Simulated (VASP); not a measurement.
# AlRu (rocksalt type) (Fm-3m) in VASP: notebook

Runs on AlRu (rocksalt type). Level: LDA. Tasks: single point.

Program: VASP 6.6.1. These are calculated values, not measurements. Logs are shortened: lines on timing, memory, paths and dates and some standing lists are left out, and cuts for length are marked.

## 1. The cell of the first run

Symmetry: Fm-3m, No. 225, cubic system. The conventional cell has a = 4.006 Å, b = 4.006 Å, c = 4.006 Å, α = 90.00°, β = 90.00°, γ = 90.00°. Within 2.7 Å of Ru (site symmetry m-3m) lie 6 Al at 2.00 Å. Al (site symmetry m-3m) has 6 Ru at 2.00 Å within 2.7 Å.

## 2. Single point, LDA (volume scaled by 0.55)

File INCAR:

```
SYSTEM = AlRu
ALGO = Normal
EDIFF = 1E-6
ENCUT = 520
ISIF = 2
ISMEAR = -1
LASPH = .True.
LCHARG = .False.
LREAL = .False.
LWAVE = .False.
NBANDS = 16
NELM = 100
PREC = Accurate
SIGMA = 0.05
```

File KPOINTS:

```
k-points
0
Gamma
  14 14 14
  0 0 0
```

File POSCAR:

```
AlRu
1.0
    0.0000000000      2.0031526235      2.0031526235
    2.0031526235      0.0000000000      2.0031526235
    2.0031526235      2.0031526235      0.0000000000
Ru Al
1 1
Direct
    0.0000000000      0.0000000000      0.0000000000
    0.5000000000      0.5000000000      0.5000000000
```

Potentials or basis: VASP PAW LDA potentials, release 64 (Ru_pv, Al).

On the command line:

```bash
cat potpaw_LDA.64/Ru_pv/POTCAR potpaw_LDA.64/Al/POTCAR > POTCAR
mpirun -np 1 vasp_std > vasp.out
```

OUTCAR:

```text
SYSTEM = AlRu
   EDIFF = 1E-6
   ENCUT = 520
   ISIF = 2
   ISMEAR = -1
   LASPH = .True.
   LREAL = .False.
   NELM = 100
   PREC = Accurate

 ion  position               nearest neighbor table
   1  0.000  0.000  0.000-   2 2.00   2 2.00   2 2.00   2 2.00   2 2.00   2 2.00
   2  0.500  0.500  0.500-   1 2.00   1 2.00   1 2.00   1 2.00   1 2.00   1 2.00

  LATTYP: Found a face centered cubic cell.
 ALAT       =     4.0063052470

  Lattice vectors:

 A1 = (   0.0000000000,   2.0031526235,   2.0031526235)
 A2 = (   2.0031526235,   0.0000000000,   2.0031526235)
 A3 = (   2.0031526235,   2.0031526235,   0.0000000000)

Analysis of symmetry for initial positions (statically):
=====================================================================
 Subroutine PRICEL returns:
 Original cell was already a primitive cell.

 Routine SETGRP: Setting up the symmetry group for a
 face centered cubic supercell.

 Subroutine GETGRP returns: Found 48 space group operations
 (whereof 48 operations were pure point group operations)
 out of a pool of 48 trial point group operations.

The static configuration has the point symmetry O_h .

Analysis of symmetry for dynamics (positions and initial velocities):
=====================================================================
 Subroutine PRICEL returns:
 Original cell was already a primitive cell.

 Routine SETGRP: Setting up the symmetry group for a
 face centered cubic supercell.

 Subroutine GETGRP returns: Found 48 space group operations
 (whereof 48 operations were pure point group operations)
 out of a pool of 48 trial point group operations.

The dynamic configuration has the point symmetry O_h .

 Subroutine INISYM returns: Found 48 space group operations
 (whereof 48 operations are pure point group operations),
 and found     1 'primitive' translations

----------------------------------------------------------------------------------------

                                     Primitive cell

  volume of cell :      16.0758

  direct lattice vectors                    reciprocal lattice vectors
     0.000000000  2.003152624  2.003152624    -0.249606542  0.249606542  0.249606542
     2.003152624  0.000000000  2.003152624     0.249606542 -0.249606542  0.249606542
     2.003152624  2.003152624  0.000000000     0.249606542  0.249606542 -0.249606542

  length of vectors
     2.832885608  2.832885608  2.832885608     0.432331213  0.432331213  0.432331213

  position of ions in fractional coordinates (direct lattice)
     0.000000000  0.000000000  0.000000000
     0.500000000  0.500000000  0.500000000

  ion indices of the primitive-cell ions
   primitive index   ion index
                 1           1
                 2           2

----------------------------------------------------------------------------------------

 KPOINTS: k-points

Automatic generation of k-mesh.
 Grid dimensions read from file:
 generate k-points for:   14   14   14

 Generating k-lattice:

  Cartesian coordinates                     Fractional coordinates (reciprocal lattice)
    -0.017829039  0.017829039  0.017829039     0.071428571  0.000000000  0.000000000
     0.017829039 -0.017829039  0.017829039     0.000000000  0.071428571  0.000000000
     0.017829039  0.017829039 -0.017829039     0.000000000  0.000000000  0.071428571

  Length of vectors
     0.030880801  0.030880801  0.030880801

  Shift w.r.t. Gamma in fractional coordinates (k-lattice)
     0.000000000  0.000000000  0.000000000

 Subroutine IBZKPT returns following result:
 ===========================================

 Found    104 irreducible k-points:

 Following reciprocal coordinates:
            Coordinates               Weight
  0.000000  0.000000  0.000000      1.000000
  0.071429  0.000000  0.000000      8.000000
  0.142857  0.000000  0.000000      8.000000
  0.214286  0.000000  0.000000      8.000000
  0.285714  0.000000  0.000000      8.000000
  0.357143  0.000000  0.000000      8.000000
[... 16 lines left out ...]
  0.214286  0.142857  0.000000     24.000000
  0.285714  0.142857  0.000000     24.000000
 [... further k-points ...]
   k-points           NKPTS =    104   k-points in BZ     NKDIM =    104   number of bands    NBANDS=     16
   number of dos      NEDOS =    301   number of ions     NIONS =      2
   total plane-waves  NPLWV =  13824
   dimension x,y,z NGX =    24 NGY =   24 NGZ =   24
   dimension x,y,z NGXF=    48 NGYF=   48 NGZF=   48
   ions per type =               1   1
   NGX,Y,Z   is equivalent  to a cutoff of  14.08, 14.08, 14.08 a.u.
   NGXF,Y,Z  is equivalent  to a cutoff of  28.17, 28.17, 28.17 a.u.
 SYSTEM =  AlRu
   PREC   = accura    normal or accurate (medium, high low for compatibility)
   ISTART =      0    job   : 0-new  1-cont  2-samecut
   ICHARG =      2    charge: 1-file 2-atom 10-const
   ISPIN  =      1    spin polarized calculation?
   LNONCOLLINEAR =      F non collinear calculations
   LSORBIT =      F    spin-orbit coupling
   LASPH  =      T    aspherical Exc in radial PAW
   ENCUT  =  520.0 eV  38.22 Ry    6.18 a.u.   5.27  5.27  5.27*2*pi/ulx,y,z
   NELM   =    100;   NELMIN=  2; NELMDL= -5     # of ELM steps
   EDIFF  = 0.1E-05   stopping-criterion for ELM
   LREAL  =      F    real-space projection
   EDIFFG = 0.1E-04   stopping-criterion for IOM
   NSW    =      0    number of steps for IOM
   IBRION =     -1    ionic relax: 0-MD 1-quasi-New 2-CG
   NFREE  =      0    steps in history (QN), initial steepest desc. (CG)
   ISIF   =      2    stress and relaxation
   ISYM   =      2    0-nonsym 1-usesym 2-fastsym
   POTIM  = 0.5000    time-step for ionic-motion
   TEBEG  =    0.0;   TEEND  =   0.0 temperature during run
   PSTRESS=    0.0 pullay stress
   NELECT =      17.0000    total number of electrons
   NUPDOWN=      -1.0000    fix difference up-down
   EMIN   =  10.00;   EMAX   =-10.00  energy-range for DOS
   EFERMI =   0.00;   METHOD = LEGACY
   ISMEAR =    -1;   SIGMA  =   0.05  broadening in eV -4-tet -1-fermi 0-gaus
   EFERMI_NEDOS =   21; number of points for ismear=-14 and -15
   IALGO  =     38    algorithm
   IMIX   =      4    mixing-type and parameters
     AMIX     =   0.40;   BMIX     =  1.00
     AMIX_MAG =   1.60;   BMIX_MAG =  1.00
  volume/ion in A,a.u.               =       8.04        54.24
  Fermi-wavevector in a.u.,A,eV,Ry     =   1.667889  3.151853 37.849410  2.781853
  Thomas-Fermi vector in A             =   2.753832
   LORBIT       =      0    0 simple, 1 ext, 2 COOP (PROOUT), +10 PAW based schemes
   GGA     = CA    functional components
   LHFCALC =     F    Hartree Fock is set to
   AEXX    =    0.0000 exact exchange contribution
   IVDW    =     0    specifies the selected vdW correction
   LEPSILON=     F    determine dielectric tensor
   LRPA    =     F    only Hartree local field effects (RPA)
 non-spin polarized calculation
  energy-cutoff  :      520.00
  volume of cell :       16.08
 maximum number of plane-waves:       444
 NGX is ok and might be reduce to    24
   NGX = 11   NGY = 11   NGZ = 11

 number of electron      16.9999999 magnetization

 Free energy of the ion-electron system (eV)
  ---------------------------------------------------
  ext. energy  EPLUGINS =         0.00000000
  ---------------------------------------------------
  free energy    TOTEN  =        -5.92120962 eV

  energy without entropy =       -5.91456132  energy(sigma->0) =       -5.91788547

 E-fermi :  20.6978     XC(G=0): -15.5309

 val. band max:       20.6759503260   @ k =   0.5000   0.4286   0.0714
 cond. band min:      20.7428988596   @ k =  -0.2857   0.2143   0.0714
 fundamental gap:      0.0669485336
 Fermi energy:        20.6977528538

 k-point     1 :       0.0000    0.0000    0.0000
  band No.  band energies     occupation
      1     -22.1880      2.00000
      2     -22.1880      2.00000
      3     -22.1880      2.00000
      4       7.3630      2.00000
      5      14.7300      2.00000
      6      14.7300      2.00000
[... 8 lines left out ...]
     15      41.2407      0.00000
     16      41.2407      0.00000

 k-point     2 :       0.0714    0.0000    0.0000
  band No.  band energies     occupation
      1     -22.2343      2.00000
      2     -22.1962      2.00000
      3     -22.1962      2.00000
      4       7.5580      2.00000
      5      14.5982      2.00000
      6      14.8303      2.00000
[... 8 lines left out ...]
     15      40.3928      0.00000
     16      40.7563      0.00000

 k-point     3 :       0.1429    0.0000    0.0000
  band No.  band energies     occupation
      1     -22.3628      2.00000
      2     -22.2191      2.00000
      3     -22.2191      2.00000
      4       8.1098      2.00000
      5      14.2872      2.00000
      6      15.0112      2.00000
[... 8 lines left out ...]
     15      38.5840      0.00000
     16      39.3129      0.00000

 k-point     4 :       0.2143    0.0000    0.0000
  band No.  band energies     occupation
      1     -22.5449      2.00000
      2     -22.2521      2.00000
      3     -22.2521      2.00000
      4       8.9060      2.00000
      5      14.0020      2.00000
      6      14.9757      2.00000
[... 8 lines left out ...]
     15      37.2300      0.00000
     16      37.2301      0.00000

 k-point     5 :       0.2857    0.0000    0.0000
  band No.  band energies     occupation
      1     -22.7424      2.00000
      2     -22.2884      2.00000
      3     -22.2884      2.00000
      4       9.7185      2.00000
      5      14.0098      2.00000
      6      14.7660      2.00000
[... 8 lines left out ...]
     15      35.6480      0.00000
     16      35.6480      0.00000

 k-point     6 :       0.3571    0.0000    0.0000
  band No.  band energies     occupation
      1     -22.9164      2.00000
      2     -22.3210      2.00000
      3     -22.3210      2.00000
      4      10.2552      2.00000
      5      14.5288      2.00000
      6      14.5486      2.00000
[... 8 lines left out ...]
     15      36.9570      0.00000
     16      36.9570      0.00000

 k-point     7 :       0.4286    0.0000    0.0000
  band No.  band energies     occupation
      1     -23.0347      2.00000
      2     -22.3434      2.00000
      3     -22.3434      2.00000
      4      10.4603      2.00000
      5      14.3976      2.00000
      6      14.3976      2.00000
[... 8 lines left out ...]
     15      38.7894      0.00000
     16      38.7894      0.00000

 k-point     8 :       0.5000    0.0000    0.0000
  band No.  band energies     occupation
      1     -23.0765      2.00000
      2     -22.3514      2.00000
      3     -22.3514      2.00000
      4      10.5012      2.00000
      5      14.3443      2.00000
      6      14.3443      2.00000
[... 8 lines left out ...]
     15      40.3781      0.00000
     16      40.3781      0.00000

 k-point     9 :       0.0714    0.0714    0.0000
  band No.  band energies     occupation
      1     -22.2395      2.00000
      2     -22.2038      2.00000
      3     -22.2038      2.00000
      4       7.6228      2.00000
      5      14.4835      2.00000
      6      14.9092      2.00000
[... 8 lines left out ...]
     15      40.1129      0.00000
     16      40.1129      0.00000
[... 172 lines left out ...]
 k-point    19 :      -0.2143    0.0714    0.0000
  band No.  band energies     occupation
      1     -22.6193      2.00000
      2     -22.2960      2.00000
      3     -22.2611      2.00000
      4       9.3462      2.00000
      5      13.8110      2.00000
      6      14.8636      2.00000
[... 8 lines left out ...]
     15      34.8679      0.00000
     16      37.3625      0.00000

 k-point    20 :      -0.1429    0.0714    0.0000
  band No.  band energies     occupation
      1     -22.4394      2.00000
      2     -22.2559      2.00000
      3     -22.2281      2.00000
      4       8.5151      2.00000
      5      14.0373      2.00000
      6      15.0425      2.00000
[... 8 lines left out ...]
     15      36.5685      0.00000
     16      38.9359      0.00000

 k-point    21 :      -0.0714    0.0714    0.0000
  band No.  band energies     occupation
      1     -22.3011      2.00000
      2     -22.2201      2.00000
      3     -22.2049      2.00000
      4       7.8729      2.00000
      5      14.3710      2.00000
      6      14.9808      2.00000
[... 8 lines left out ...]
     15      38.8251      0.00000
     16      39.9530      0.00000

 k-point    22 :       0.1429    0.1429    0.0000
  band No.  band energies     occupation
      1     -22.3765      2.00000
      2     -22.2478      2.00000
      3     -22.2478      2.00000
      4       8.3574      2.00000
      5      13.8573      2.00000
      6      15.4042      2.00000
[... 8 lines left out ...]
     15      38.0205      0.00000
     16      38.0205      0.00000

 k-point    23 :       0.2143    0.1429    0.0000
  band No.  band energies     occupation
      1     -22.4927      2.00000
      2     -22.2795      2.00000
      3     -22.2775      2.00000
      4       8.9644      2.00000
      5      13.4986      2.00000
      6      15.0050      2.00000
[... 8 lines left out ...]
     15      36.6195      0.00000
     16      36.9045      0.00000

 k-point    24 :       0.2857    0.1429    0.0000
  band No.  band energies     occupation
      1     -22.6473      2.00000
      2     -22.3163      2.00000
      3     -22.3151      2.00000
      4       9.7595      2.00000
      5      13.2609      2.00000
      6      14.5899      2.00000
[... 8 lines left out ...]
     15      35.5614      0.00000
     16      35.9397      0.00000

 [... further k-points ...]
[... 5 lines left out ...]
  --------------------------------------------------------------------------------------
  -------------------------------------------------------------------------------------
  Total       34.9563794     34.9563794     34.9563794     -0.0000000     -0.0000000     -0.0000000
  in kB     3483.8938245   3483.8938245   3483.8938245     -0.0000000     -0.0000000     -0.0000000
  external PRESSURE =    3483.8938245 kB  Pullay stress =       0.0000000 kB

 VOLUME and BASIS-vectors are now :
 -----------------------------------------------------------------------------
  energy-cutoff  :      520.00
  volume of cell :       16.08
      direct lattice vectors                 reciprocal lattice vectors
     0.000000000  2.003152624  2.003152624    -0.249606542  0.249606542  0.249606542
     2.003152624  0.000000000  2.003152624     0.249606542 -0.249606542  0.249606542
     2.003152624  2.003152624  0.000000000     0.249606542  0.249606542 -0.249606542

 POSITION                                       TOTAL-FORCE (eV/Angst)
 -----------------------------------------------------------------------------------
      0.00000      0.00000      0.00000        -0.000000      0.000000     -0.000000
      2.00315      2.00315      2.00315         0.000000     -0.000000      0.000000
 -----------------------------------------------------------------------------------
    total drift:                                0.000000     -0.000000     -0.000000

  FREE ENERGIE OF THE ION-ELECTRON SYSTEM (eV)
  ---------------------------------------------------
  free  energy   TOTEN  =        -5.9212096233 eV

  energy  without entropy=       -5.9145613237  energy(sigma->0) =       -5.91788547
```

Run time: 25 s. Hardware: 1 thread of Intel Xeon 8259CL, shared host; peak memory 0.15 GiB.

What came out:

```yaml
Free_energy: -5.9212 eV
Pressure: 348.4 GPa
```

Levels at points of the mesh, in eV from the Fermi level:
```csv
k point,band 6,band 7,band 8,band 9,band 10,band 11,band 12,band 13
"(0.00, 0.00, 0.00)",-5.97,-5.97,-4.65,-4.65,8.63,10.28,10.28,10.28
"(0.50, 0.00, 0.00)",-6.35,-4.91,-1.07,-1.07,4.02,8.07,9.59,9.59
"(0.50, 0.50, 0.00)",-3.63,-2.66,-0.06,-0.06,4.27,4.27,5.34,12.29
```

(Continued in part 2 of 2.)
